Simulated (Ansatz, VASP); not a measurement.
## TePb: VASP beside Ansatz

Contents of POSCAR:

```
TePb
1.0
    0.0000000000      3.2678368418      3.2678368418
    3.2678368418      0.0000000000      3.2678368418
    3.2678368418      3.2678368418      0.0000000000
Pb Te
1 1
Direct
    0.0000000000      0.0000000000      0.0000000000
    0.5000000000      0.5000000000      0.5000000000
```

INCAR.step1

```
SYSTEM = TePb
PREC = Accurate ; ENCUT = 520
EDIFF = 1E-5 ; ISMEAR = 0
SIGMA = 0.01 ; LREAL = .FALSE.
LASPH = .TRUE. ; NELM = 80
ALGO = Normal ; ISIF = 2
LWAVE = .TRUE. ; LCHARG = .FALSE.
NBANDS = 17 ; GGA = PE
```

Contents of INCAR.step2:

```
SYSTEM = TePb
PREC = Accurate ; ENCUT = 520
EDIFF = 1E-6 ; ISMEAR = 0
SIGMA = 0.01 ; LREAL = .FALSE.
LASPH = .TRUE. ; NELM = 80
ALGO = Normal ; ISIF = 2
LWAVE = .FALSE. ; LCHARG = .FALSE.
METAGGA = R2SCAN ; LHFCALC = .TRUE.
AEXX = 0.5 ; LMIXTAU = .TRUE.
PRECFOCK = Normal ; NBANDS = 17
ISTART = 1
```

Contents of KPOINTS:

```
Automatic mesh
0
G
  4 4 4
  0 0 0
```

Input for Ansatz:

```yaml
crystal:
  lattice:
    - [0.0, 3.2678368418, 3.2678368418]
    - [3.2678368418, 0.0, 3.2678368418]
    - [3.2678368418, 3.2678368418, 0.0]
  atoms:
    - { symbol: Pb, position: [0.0, 0.0, 0.0] }
    - { symbol: Te, position: [0.5, 0.5, 0.5] }
kpoints:
  mp_grid: { grid: [4, 4, 4] }
hamiltonian:
  xc: r2scan50
scf:
  occupations: { method: fixed }
  n_extra_bands: 4
output:
  forces: true
  stress: true
  eigenvalues: true
```

Alike in both runs: task single point; functional r2SCAN50; k mesh 4 × 4 × 4; no spin polarisation.

|  | VASP | Ansatz |
| --- | --- | --- |
| version | VASP 6.6.1 | Ansatz 0.2.0 |
| potentials or method | VASP PAW PBE potentials, release 64 (Pb_d, Te) | plane waves |
| plane-wave cutoff (eV) | 520 | 500 |
| occupations | gaussian, width 0.01 eV | fixed |
| valence electrons in the cell | 20 | 30 |

```csv
,VASP,Ansatz,Ansatz less VASP
gap on the k mesh at the Fermi level (eV),2.98,2.95,-0.029
pressure (GPa),-1.6,-1.0,+0.65
```

VASP's potentials were made for PBE, not for r2SCAN50. VASP's potentials hold 20 valence electrons a cell and Ansatz's 30, so a difference there can come from the potentials and not from the codes. Ansatz's warnings: stress exchange threshold loose, stress scf threshold loose.

Spin-orbit coupling is off throughout.
